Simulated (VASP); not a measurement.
# Li5NbO5 (C2/m) in VASP: further runs, part 2 of 2

VASP 6.6.1.

## 3. Single point, PBEsol (biaxial strain in the a-b plane: -3.0 %)

File INCAR:

```
ALGO = Normal
EDIFF = 1E-6
ENCUT = 520
GGA = PS
ISIF = 2
ISMEAR = 0
LASPH = True
LCHARG = True
LELF = True
LREAL = False
LVHAR = True
LWAVE = False
NBANDS = 40
NELM = 100
PREC = Accurate
SIGMA = 0.02
```

File KPOINTS:

```
k-points
0
Gamma
  6 6 4
```

File POSCAR:

```
Li5NbO5
1.0
    4.6795301484     -1.9438671651      0.0031499270
    4.6795301484      1.9438671651      0.0031499270
   -1.8047652928      0.0000000000      5.5674874857
Li Nb O
5 1 5
Direct
    0.7103931971      0.7103931971      0.3458488822
    0.6904587506      0.6904587506      0.8611803692
    0.0000000000      0.0000000000      0.5000000000
    0.3095412494      0.3095412494      0.1388196308
    0.2896068029      0.2896068029      0.6541511178
    0.0000000000      0.0000000000      0.0000000000
    0.8516009874      0.8516009874      0.1739112549
    0.8431057434      0.8431057434      0.6813008162
    0.5000000000      0.5000000000      0.0000000000
    0.1568942566      0.1568942566      0.3186991838
    0.1483990126      0.1483990126      0.8260887451
```

Potentials or basis: VASP PAW PBE potentials, release 64 (Li_sv, Nb_sv, O).

On the command line:

```
cat potpaw_PBE.64/Li_sv/POTCAR potpaw_PBE.64/Nb_sv/POTCAR potpaw_PBE.64/O/POTCAR > POTCAR
mpirun -np 1 vasp_std > vasp.out
```

OUTCAR:

```text
EDIFF = 1E-6
   ENCUT = 520
   GGA = PS
   ISIF = 2
   ISMEAR = 0
   LASPH = True
   LREAL = False
   NELM = 100
   PREC = Accurate

 ion  position               nearest neighbor table
   1  0.710  0.710  0.346-   7 1.89   8 1.97  10 2.00  10 2.00   3 2.58   5 2.60   5 2.60
   2  0.690  0.690  0.861-   7 1.98  11 1.98  11 1.98   8 2.02   9 2.17   4 2.56   4 2.56   6 2.76

   3  0.000  0.000  0.500-   7 1.98  11 1.98  10 2.06   8 2.06   1 2.58   5 2.58
   4  0.310  0.310  0.139-  11 1.98   7 1.98   7 1.98  10 2.02   9 2.17   2 2.56   2 2.56   6 2.76

   5  0.290  0.290  0.654-  11 1.89  10 1.97   8 2.00   8 2.00   3 2.58   1 2.60   1 2.60
   6  0.000  0.000  0.000-   9 1.94   9 1.94   7 1.96  11 1.96  10 1.99   8 1.99   2 2.76   4 2.76

   7  0.852  0.852  0.174-   1 1.89   6 1.96   2 1.98   4 1.98   4 1.98   3 1.98
   8  0.843  0.843  0.681-   1 1.97   6 1.99   5 2.00   5 2.00   2 2.02   3 2.06
   9  0.500  0.500  0.000-   6 1.94   6 1.94   2 2.17   4 2.17
  10  0.157  0.157  0.319-   5 1.97   6 1.99   1 2.00   1 2.00   4 2.02   3 2.06
  11  0.148  0.148  0.826-   5 1.89   6 1.96   4 1.98   2 1.98   2 1.98   3 1.98

  LATTYP: Found a base centered monoclinic cell.
[... 212 lines left out ...]
  band No.  band energies     occupation
      1     -51.2817      2.00000
      2     -39.7204      2.00000
      3     -39.2988      2.00000
      4     -39.2451      2.00000
      5     -38.9354      2.00000
      6     -38.8942      2.00000
[... 1021 lines left out ...]
     39      13.7467      0.00000
     40      13.9778      0.00000

 [... further k-points ...]
[... 5 lines left out ...]
  --------------------------------------------------------------------------------------
  -------------------------------------------------------------------------------------
  Total        5.2365874      7.0549625     -0.7149801      0.0000000      0.0000000      0.2160782
  in kB       82.8144472    111.5712906    -11.3071123      0.0000000      0.0000000      3.4171874
  external PRESSURE =      61.0262085 kB  Pullay stress =       0.0000000 kB

 VOLUME and BASIS-vectors are now :
 -----------------------------------------------------------------------------
  energy-cutoff  :      520.00
  volume of cell :      101.31
      direct lattice vectors                 reciprocal lattice vectors
     4.679530148 -1.943867165  0.003149927     0.106825024 -0.257219222  0.034628564
     4.679530148  1.943867165  0.003149927     0.106825024  0.257219222  0.034628564
    -1.804765293  0.000000000  5.567487486    -0.000120877  0.000000000  0.179575050

 POSITION                                       TOTAL-FORCE (eV/Angst)
 -----------------------------------------------------------------------------------
      6.02444      0.00000      1.92998        -0.039885     -0.000000      0.062278
      4.90782      0.00000      4.79896        -0.047555     -0.000000     -0.052346
     -0.90238      0.00000      2.78374        -0.000000     -0.000000      0.000000
      2.64648      0.00000      0.77483         0.047555     -0.000000      0.052346
      1.52986      0.00000      3.64380         0.039885     -0.000000     -0.062278
      0.00000      0.00000      0.00000        -0.000000     -0.000000      0.000000
      7.65632      0.00000      0.97361        -0.214778     -0.000000     -0.005050
      6.66109      0.00000      3.79845        -0.047734     -0.000000      0.037403
      4.67953      0.00000      0.00315        -0.000000      0.000000      0.000000
      0.89321      0.00000      1.77534         0.047734     -0.000000     -0.037403
     -0.10202      0.00000      4.60017         0.214778     -0.000000      0.005050
 -----------------------------------------------------------------------------------
    total drift:                               -0.000000     -0.000000      0.000000

  FREE ENERGIE OF THE ION-ELECTRON SYSTEM (eV)
  ---------------------------------------------------
  free  energy   TOTEN  =       -72.2063900997 eV

  energy  without entropy=      -72.2063900997  energy(sigma->0) =      -72.20639010
```

OSZICAR:

```text
N       E                     dE             d eps       ncg     rms          rms(c)
DAV:   1     0.559518751410E+03    0.55952E+03   -0.29535E+04  3760   0.159E+03
DAV:   2    -0.262469271806E+02   -0.58577E+03   -0.56039E+03  4432   0.490E+02
DAV:   3    -0.792848381567E+02   -0.53038E+02   -0.52583E+02  5448   0.130E+02
DAV:   4    -0.851921054181E+02   -0.59073E+01   -0.58698E+01  6648   0.399E+01
DAV:   5    -0.855219525178E+02   -0.32985E+00   -0.32979E+00  5544   0.740E+00    0.218E+01
DAV:   6    -0.722192720052E+02    0.13303E+02   -0.45692E+01  5560   0.419E+01    0.711E+00
DAV:   7    -0.723027131544E+02   -0.83441E-01   -0.53548E+00  5504   0.106E+01    0.471E+00
DAV:   8    -0.722026721543E+02    0.10004E+00   -0.67451E-01  5584   0.485E+00    0.123E+00
DAV:   9    -0.722018034979E+02    0.86866E-03   -0.91628E-02  5840   0.173E+00    0.506E-01
DAV:  10    -0.722034780967E+02   -0.16746E-02   -0.19331E-02  5208   0.832E-01    0.205E-01
DAV:  11    -0.722054714394E+02   -0.19933E-02   -0.37360E-03  5736   0.333E-01    0.932E-02
DAV:  12    -0.722062449815E+02   -0.77354E-03   -0.91378E-04  4648   0.178E-01    0.495E-02
DAV:  13    -0.722063886130E+02   -0.14363E-03   -0.19712E-04  4904   0.751E-02    0.284E-02
DAV:  14    -0.722063877831E+02    0.82988E-06   -0.54904E-05  5464   0.475E-02    0.920E-03
DAV:  15    -0.722063898947E+02   -0.21116E-05   -0.98053E-06  5088   0.192E-02    0.302E-03
DAV:  16    -0.722063900997E+02   -0.20493E-06   -0.16101E-06  3808   0.977E-03
   1 F= -.72206390E+02 E0= -.72206390E+02  d E =-.123560E-51
```

stdout:

```text
POSCAR found type information on POSCAR LiNbO
 POSCAR found :  3 types and      11 ions
 scaLAPACK will be used
 -----------------------------------------------------------------------------
|                                                                             |
|                                                                             |
|     You enforced a specific xc type in the INCAR file but a different       |
|     I HOPE YOU KNOW WHAT YOU ARE DOING!                                     |
|                                                                             |
 -----------------------------------------------------------------------------

 LDA part: xc-table for (Slater+PW92), standard interpolation
 POSCAR, INCAR and KPOINTS ok, starting setup
 FFT: planning ... GRIDC
 FFT: planning ... GRID_SOFT
 FFT: planning ... GRID
 WAVECAR not read
 entering main loop
```

Run time: 8.1 min. Hardware: 1 thread of Intel Xeon 8259CL, shared host; peak memory 0.35 GiB.

Results:

```yaml
Free_energy: -72.2064 eV
Largest_force: 0.215 eV/Å
Band_gap_on_the_k_mesh: 3.12 eV
```

Forces on the atoms (eV/Å):
```
Li  -0.040  0.000  0.062
Li  -0.048  0.000 -0.052
Li   0.000  0.000  0.000
Li   0.048  0.000  0.052
Li   0.040  0.000 -0.062
Nb   0.000  0.000  0.000
O   -0.215  0.000 -0.005
O   -0.048  0.000  0.037
O    0.000  0.000  0.000
O    0.048  0.000 -0.037
O    0.215  0.000  0.005
```

Caveat: the cell differs from its parent crystal (biaxial strain in the a-b plane: -3.0 %); the cutoff is under 1.25 times the usual one of these potentials, so pressure, stress and relaxed cells hold a basis-set (Pulay) error; the PAW data sets were made with another functional, which shifts forces and pressure a little.

## 4. Single point, PBEsol (biaxial strain in the a-b plane: -1.5 %, then relaxed in part)

File INCAR:

```
SYSTEM = Li5NbO5
PREC = Accurate
ENCUT = 520
EDIFF = 1E-6
ISMEAR = 0
SIGMA = 0.02
LREAL = .FALSE.
LASPH = .TRUE.
NELM = 100
ALGO = Normal
ISIF = 2
LWAVE = .FALSE.
LCHARG = .FALSE.
GGA = PS
NBANDS = 40
```

File KPOINTS:

```
Automatic mesh
0
G
  6 6 4
  0 0 0
```

Edit POSCAR of step 3 so:

```diff
@@ -2,5 +2,5 @@
 1.0
-    4.6795301484     -1.9438671651      0.0031499270
-    4.6795301484      1.9438671651      0.0031499270
-   -1.8047652928      0.0000000000      5.5674874857
+    4.7518664154     -1.9739269666      0.0165090122
+    4.7518664154      1.9739269666      0.0165090122
+   -1.8171009553      0.0000000000      5.4968780541
 Li Nb O
```

On the command line:

```
cat potpaw_PBE.64/Li_sv/POTCAR potpaw_PBE.64/Nb_sv/POTCAR potpaw_PBE.64/O/POTCAR > POTCAR
mpirun -np 1 vasp_std > vasp.out
```

Run time: 7.4 min. Hardware: 1 thread of Intel Xeon 8259CL, shared host; peak memory 0.35 GiB.

It converged, with:

| Item | Value |
| --- | --- |
| Free energy | -72.3515 eV |
| Largest force | 0.033 eV/Å |
| Band gap on the k mesh | 3.17 eV (least direct gap 3.19 eV) |

Forces in eV/Å, atoms in the order of the input:
```
Li  -0.023  0.000  0.001
Li  -0.016  0.000 -0.013
Li   0.000  0.000  0.000
Li   0.016  0.000  0.013
Li   0.023  0.000 -0.001
Nb   0.000  0.000  0.000
O    0.029  0.000 -0.016
O    0.015  0.000  0.020
O    0.000  0.000  0.000
O   -0.015  0.000 -0.020
O   -0.029  0.000  0.016
```

Levels at points of the mesh, in eV from the valence-band top:
| k point | band 26 | band 27 | band 28 | band 29 | band 30 | band 31 | band 32 | band 33 |
| --- | --- | --- | --- | --- | --- | --- | --- | --- |
| (0.00, 0.00, 0.00) | -0.53 | -0.30 | -0.05 | -0.03 | 3.17 | 3.58 | 4.40 | 4.78 |
| (0.50, 0.00, 0.00) | -0.38 | -0.35 | -0.12 | -0.08 | 4.27 | 4.99 | 5.09 | 5.31 |
| (0.50, 0.50, 0.00) | -1.13 | -1.12 | -0.55 | -0.08 | 3.31 | 3.60 | 3.68 | 5.65 |
| (0.00, 0.00, 0.50) | -1.13 | -0.86 | -0.61 | -0.14 | 3.48 | 3.70 | 4.61 | 5.59 |
| (0.50, 0.00, 0.50) | -0.73 | -0.44 | -0.35 | -0.19 | 4.51 | 4.99 | 5.23 | 5.73 |
| (0.50, 0.50, 0.50) | -0.64 | -0.59 | -0.53 | -0.19 | 3.22 | 3.40 | 4.49 | 6.14 |

Caveat: the cell differs from its parent crystal (biaxial strain in the a-b plane: -1.5 %, then relaxed in part); the cutoff is under 1.25 times the usual one of these potentials, so pressure, stress and relaxed cells hold a basis-set (Pulay) error; the PAW data sets were made with another functional, which shifts forces and pressure a little.

## 5. Single point, PBEsol (biaxial strain in the a-b plane: -1.5 %)

File INCAR:

```
PREC = Accurate
ENCUT = 520
EDIFF = 1E-7
ISMEAR = 0
SIGMA = 0.02
LREAL = False
LASPH = True
NELM = 80
ALGO = Normal
ISIF = 2
LWAVE = False
LCHARG = True
GGA = PS
LELF = True
LVHAR = True
NBANDS = 40
```

File KPOINTS:

```
regular mesh
0
Gamma
  6 6 4
```

File POSCAR:

```
Li5NbO5
1.0
    4.7518940167     -1.9739269666      0.0031986372
    4.7518940167      1.9739269666      0.0031986372
   -1.8325829291      0.0000000000      5.5182366185
Li Nb O
5 1 5
Direct
    0.7111738918      0.7111738918      0.3432548355
    0.6905813780      0.6905813780      0.8621088007
    0.0000000000      0.0000000000      0.5000000000
    0.3094186220      0.3094186220      0.1378911993
    0.2888261082      0.2888261082      0.6567451645
    0.0000000000      0.0000000000      0.0000000000
    0.8536121862      0.8536121862      0.1738324230
    0.8423433943      0.8423433943      0.6817848362
    0.5000000000      0.5000000000      0.0000000000
    0.1576566057      0.1576566057      0.3182151638
    0.1463878138      0.1463878138      0.8261675770
```

On the command line:

```
cat potpaw_PBE.64/Li_sv/POTCAR potpaw_PBE.64/Nb_sv/POTCAR potpaw_PBE.64/O/POTCAR > POTCAR
mpirun -np 1 vasp_std > vasp.out
```

It took 8.2 min on 1 thread of Intel Xeon 8259CL, shared host; peak memory 0.35 GiB.

It converged, with:

| Quantity | Value |
| --- | --- |
| Free energy | -72.3455 eV |
| Largest force | 0.286 eV/Å |
| Band gap on the k mesh | 3.16 eV (least direct gap 3.20 eV) |

Forces in eV/Å, atoms in the order of the input:
```
Li  -0.049  0.000  0.067
Li  -0.040  0.000 -0.047
Li   0.000  0.000  0.000
Li   0.040  0.000  0.047
Li   0.049  0.000 -0.067
Nb   0.000  0.000  0.000
O   -0.282  0.000  0.048
O   -0.032  0.000  0.016
O    0.000  0.000  0.000
O    0.032  0.000 -0.016
O    0.282  0.000 -0.048
```

Levels at points of the mesh, in eV from the valence-band top:
```
           k point  band 27  band 28  band 29  band 30  band 31  band 32
(0.00, 0.00, 0.00)    -0.31    -0.07    -0.05     3.16     3.61     4.39
(0.50, 0.00, 0.00)    -0.36    -0.13    -0.11     4.28     4.99     5.08
(0.50, 0.50, 0.00)    -1.13    -0.60    -0.13     3.33     3.60     3.68
(0.00, 0.00, 0.50)    -0.92    -0.65    -0.16     3.49     3.70     4.61
(0.50, 0.00, 0.50)    -0.45    -0.37    -0.20     4.50     4.98     5.22
(0.50, 0.50, 0.50)    -0.59    -0.56    -0.18     3.23     3.41     4.49
```

Caveat: the cell differs from its parent crystal (biaxial strain in the a-b plane: -1.5 %); the cutoff is under 1.25 times the usual one of these potentials, so pressure, stress and relaxed cells hold a basis-set (Pulay) error; the PAW data sets were made with another functional, which shifts forces and pressure a little. A k mesh can miss the band edges.

## 6. Summary

```csv
cell,gap on the mesh (eV),largest force (eV/Å)
"a = 5.067, b = 5.067, c = 5.808 Å, angles 106.1, 106.1, 45.1°, 11 atoms, atomic positions A",3.12,0.04
"a = 5.067, b = 5.067, c = 5.853 Å, angles 106.5, 106.5, 45.1°, 11 atoms, atomic positions B",3.12,0.21
"a = 5.146, b = 5.146, c = 5.789 Å, angles 106.7, 106.7, 45.1°, 11 atoms, atomic positions B",3.17,0.03
"a = 5.146, b = 5.146, c = 5.815 Å, angles 106.9, 106.9, 45.1°, 11 atoms, atomic positions C",3.16,0.29
```

Alike in all rows: task single point; level PBEsol; potentials or basis VASP PAW PBE potentials, release 64 (Li_sv, Nb_sv, O); no spin polarisation; k mesh 6 × 6 × 4; cutoff (eV) 520; smearing gaussian 0.02 eV.

Caveats: the cutoff is under 1.25 times the usual one of these potentials, so pressure, stress and relaxed cells hold a basis-set (Pulay) error; the PAW data sets were made with another functional, which shifts forces and pressure a little.

Absolute energies hang on the potentials; compare differences alone.
